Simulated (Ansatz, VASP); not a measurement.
# One calculation of Mg, two programs

POSCAR

```
Mg
1.0
    3.1792646675      0.0000000000      0.0000000000
   -1.5896323337      2.7533239674      0.0000000000
    0.0000000000      0.0000000000      5.1568903974
Mg
2
Direct
    0.3333333333      0.6666666667      0.2500000000
    0.6666666667      0.3333333333      0.7500000000
```

Contents of INCAR.step1:

```
ALGO = Normal
EDIFF = 1E-4
ENCUT = 520
GGA = PE
ISMEAR = 1
LASPH = T
LCHARG = F
LREAL = F
LWAVE = T
NBANDS = 9
NELM = 80
PREC = Accurate
SIGMA = 0.2
```

File INCAR.step2:

```
ALGO = Normal
EDIFF = 1E-6
ENCUT = 520
ISIF = 2
ISMEAR = 1
ISTART = 1
LASPH = T
LCHARG = F
LMIXTAU = T
LREAL = F
LWAVE = F
METAGGA = R2SCAN
NBANDS = 9
NELM = 80
PREC = Accurate
SIGMA = 0.2
```

KPOINTS

```
k-points
0
Gamma
  11 11 6
```

Input for Ansatz:

```yaml
crystal:
  lattice:
    - [3.1792646675, 0.0, 0.0]
    - [-1.5896323337, 2.7533239674, 0.0]
    - [0.0, 0.0, 5.1568903974]
  atoms:
    - { symbol: Mg, position: [0.3333333333, 0.6666666667, 0.25] }
    - { symbol: Mg, position: [0.6666666667, 0.3333333333, 0.75] }
hamiltonian:
  xc: r2scan
  pseudopotentials:
    kind: paw
    azcp:
      Mg: "pseudopotentials/Mg.paw.azcp"
basis:
  ecutwfc: 500
  fft_grid_basis: typed
kpoints:
  mp_grid: { grid: [11, 11, 6], shift: [0, 0, 0] }
magnetization:
  spin_polarized: false
scf:
  occupations: { method: methfessel_paxton, width: 0.2 }
  lower_state_search: "off"
output:
  stress: true
```

Alike in both runs: task single point; functional r2SCAN; k mesh 11 × 11 × 6; occupations methfessel-paxton of order 1, width 0.2 eV; no spin polarisation.

```csv
,VASP,Ansatz
version,VASP 6.6.1,Ansatz 0.2.0
potentials or method,"VASP PAW PBE potentials, release 64 (Mg), cutoff 520 eV","plane waves (500 eV) with PAW, scalar-relativistic"
valence electrons in the cell,4,20
```

Ansatz gave:

- pressure (GPa): 0.0
- traceless stress, the component that is largest in VASP (GPa): -0.15

Which values does VASP return?

Pressure (GPa): -0.3; traceless stress, the component that is largest in VASP (GPa): -0.15.

VASP's potentials were made for PBE, not for r2SCAN. VASP's potentials hold 4 valence electrons a cell and Ansatz's 20, so a difference there can come from the potentials and not from the codes.
